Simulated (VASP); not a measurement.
Write the native input for VASP 6.6.1 that does the following.

| Quantity | Value |
| --- | --- |
| Task | single point |
| Functional | PBE |
| Potentials or basis | VASP PAW PBE potentials, release 64 (Ca_sv, Au) |
| Cutoff | 520 eV |
| k mesh | 4 × 4 × 4 |
| Occupations | gaussian, width 0.1 eV |
| Spin | no spin polarisation |
| Dipole correction | no |
| Further INCAR settings | ALGO = Normal; EDIFF = 1e-07; NBANDS = 35 |

The structure of CaAu4 lies in POSCAR:

```
CaAu4
1.0
    2.1893488100     -5.2254449800      0.0000000000
    2.1893488100      5.2254449800      0.0000000000
    0.0000000000      0.0000000000      6.1842290800
Ca Au
1 4
Direct
    0.0000000000      0.0000000000      0.5000000000
    0.5000000000      0.5000000000      0.7895990000
    0.5000000000      0.5000000000      0.2104010000
    0.3173019000      0.6826981000      0.5000000000
    0.6826981000      0.3173019000      0.5000000000
```

The cell was generated, and may not be a known phase.

One way to write it, as run:

INCAR

```
ALGO = Normal ; EDIFF = 1E-7
ENCUT = 520 ; GGA = PE
ISIF = 2 ; ISMEAR = 0
LASPH = True ; LCHARG = True
LELF = True ; LREAL = False
LVHAR = True ; LWAVE = False
NBANDS = 35 ; NELM = 60
PREC = Accurate ; SIGMA = 0.1
```

KPOINTS

```
k-points
0
Gamma
  4 4 4
```

Potentials or basis: VASP PAW PBE potentials, release 64 (Ca_sv, Au).

Run with:

```bash
$ cat potpaw_PBE.64/Ca_sv/POTCAR potpaw_PBE.64/Au/POTCAR > POTCAR
$ mpirun -np 1 vasp_std > vasp.out
```

Results of the run:

```yaml
Pressure: 10.8 GPa
Largest_force: 1.797 eV/Å
Band_gap_on_the_k_mesh: zero (bands 27 and 28 overlap by 1.18 eV)
```

Caveat: the k points lie up to 0.39 Å⁻¹ apart, too coarse for converged energies and pressures of a metal; spin-orbit coupling is left out, which moves the levels of the heavy elements; forces of over 1 eV/Å act on the atoms, so gaps and moduli don't describe the material at rest.

It took 67 s on 1 thread of AMD EPYC 9R45 96-Core Processor (Zen 5), on a shared host, peak memory 0.29 GiB.
